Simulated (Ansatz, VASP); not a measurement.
BeTe in VASP and in Ansatz

```xyz
2
Lattice="0.0000 2.6801 2.6801 2.6801 0.0000 2.6801 2.6801 2.6801 0.0000" Properties=species:S:1:pos:R:3 pbc="T T T"
Be    0.0000    0.0000    0.0000
Te    2.6801    2.6801    2.6801
```

Alike in both runs: functional PBE; k mesh 13 × 13 × 13; occupations fermi-dirac, width 0.05 eV; no spin polarisation.

Ansatz relaxed the structure, and its values are those at the end. VASP's run is a single point on that final structure, the one shown.

|  | VASP | Ansatz |
| --- | --- | --- |
| version | VASP 6.6.1 | Ansatz 0.2.0 |
| potentials or method | VASP PAW PBE potentials, release 64 (Be, Te) | PAW with Ansatz's default frozen-core files, scalar-relativistic |
| plane-wave cutoff (eV) | 520 | 420 |
| valence electrons in the cell | 8 | 18 |

|  | VASP | Ansatz | Ansatz less VASP |
| --- | --- | --- | --- |
| pressure (GPa) | 0.1 | 0.0 | -0.07 |

VASP's potentials hold 8 valence electrons a cell and Ansatz's 18, so a difference there can come from the potentials and not from the codes.

Neither program's run includes spin-orbit coupling.
